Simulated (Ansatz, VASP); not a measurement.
# Two plane-wave programs on Ag

Contents of INCAR:

```
SYSTEM = Ag
ALGO = Fast
EDIFF = 1E-6
ENCUT = 520
GGA = PS
ISIF = 2
ISMEAR = 0
LASPH = .TRUE.
LCHARG = .FALSE.
LREAL = .FALSE.
LWAVE = .FALSE.
NBANDS = 12
NELM = 100
PREC = Accurate
SIGMA = 0.15
```

File KPOINTS:

```
k-points
0
G
  22 22 22
  0 0 0
```

POSCAR

```
Ag
1.0
    0.0000000000      2.1568336399      1.8333085939
    2.1568336399      0.0000000000      1.8333085939
    2.1568336399      2.1568336399      0.0000000000
Ag
1
Direct
    0.0000000000      0.0000000000      0.0000000000
```

Input for Ansatz:

```yaml
crystal:
  lattice:
    - [0.0, 2.1568336399, 1.8333085939]
    - [2.1568336399, 0.0, 1.8333085939]
    - [2.1568336399, 2.1568336399, 0.0]
  atoms:
    - { symbol: Ag, position: [0.0, 0.0, 0.0] }
basis:
  ecutwfc: 420
kpoints:
  mp_grid: { grid: [22, 22, 22] }
hamiltonian:
  xc: pbesol
scf:
  occupations: { method: gaussian, width: 0.15 }
output:
  forces: true
  stress: true
  eigenvalues: true
```

Alike in both runs: task single point; functional PBEsol; k mesh 22 × 22 × 22; occupations gaussian, width 0.15 eV; no spin polarisation.

```csv
,VASP,Ansatz
version,VASP 6.6.1,Ansatz 0.2.0
potentials or method,"VASP PAW PBE potentials, release 64 (Ag), cutoff 520 eV","scalar-relativistic, plane waves, PAW"
valence electrons in the cell,11,19
```

|  | VASP | Ansatz | Ansatz less VASP |
| --- | --- | --- | --- |
| gap on the k mesh at the Fermi level (eV) | none | none | - |
| pressure (GPa) | -2.2 | -2.1 | +0.10 |
| traceless stress, the component that is largest in VASP (GPa) | 1.48 | 1.50 | +0.012 |

VASP's potentials were made for PBE, not for PBEsol. A gap of «none» marks a metal or a gap that the smearing closes. With one functional, cell and mesh, what is left measures potentials, basis and numerics. VASP's potentials hold 11 valence electrons a cell and Ansatz's 19, so a difference there can come from the potentials and not from the codes.
